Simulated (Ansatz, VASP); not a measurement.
**BaRe in VASP and in Ansatz**

```
Ba Re
1.0
     3.72334    0.00000    0.00000
     0.00000    3.72334    0.00000
     0.00000    0.00000    3.72334
Ba Re
1 1
Direct
  0.00000 0.00000 0.00000
  0.50000 0.50000 0.50000
```

Alike in both runs: task single point; functional PBEsol; k mesh 8 × 8 × 8; occupations gaussian, width 0.05 eV; no spin polarisation.

|  | VASP | Ansatz |
| --- | --- | --- |
| version | VASP 6.6.1 | Ansatz 0.2.0 |
| potentials or method | VASP PAW PBE potentials, release 64 (Ba_sv, Re), cutoff 520 eV | scalar-relativistic, plane waves, PAW |
| valence electrons in the cell | 17 | 25 |

Ansatz gave:

- gap on the k mesh at the Fermi level (eV): none
- pressure (GPa): -4.1

Task: Estimate VASP's values.

Result: gap on the k mesh at the Fermi level (eV): none; pressure (GPa): -2.5.

VASP's potentials were made for PBE, not for PBEsol. A gap of «none» marks a metal or a gap that the smearing closes. VASP's potentials hold 17 valence electrons a cell and Ansatz's 25, so a difference there can come from the potentials and not from the codes.

Neither program's run includes spin-orbit coupling.
